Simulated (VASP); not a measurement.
Input of a VASP 6.6.1 run:

The input INCAR:

```
SYSTEM = CdS
ALGO = Normal
DIPOL = 0.5 0.5 0.299
EDIFF = 1E-6
ENCUT = 520
GGA = PE
IDIPOL = 3
ISIF = 2
ISMEAR = 0
LASPH = .TRUE.
LCHARG = .TRUE.
LDIPOL = .TRUE.
LELF = .TRUE.
LREAL = .FALSE.
LVACPOTAV = .TRUE.
LVHAR = .TRUE.
LWAVE = .FALSE.
NBANDS = 16
NELM = 80
PREC = Accurate
SIGMA = 0.02
```

The input KPOINTS:

```
k-points
0
G
  6 6 1
  0 0 0
```

The input POSCAR:

```
CdS
1.0
    4.8124382240      0.0000000000      0.0000000000
    0.0000000000      4.3865950570      0.0000000000
    0.0000000000      0.0000000000     26.7429536000
Cd S
1 1
Direct
    0.5000000000      0.0000000000      0.3139923525
    0.5000000000      0.5000000000      0.2842960878
```

Potentials or basis: VASP PAW PBE potentials, release 64 (Cd, S).

The run is started by

```console
$ cat potpaw_PBE.64/Cd/POTCAR potpaw_PBE.64/S/POTCAR > POTCAR
$ mpirun -np 1 vasp_std > vasp.out
```

Task: Estimate the band gap on the k mesh.

Result: 1.47 eV, indirect (least direct gap 2.14 eV).

Task: Predict the largest force.

Result: 0.044 eV/Å.

Forces in eV/Å, atoms in the order of the input:
```
Cd   0.000  0.000  0.044
S    0.000  0.000 -0.044
```
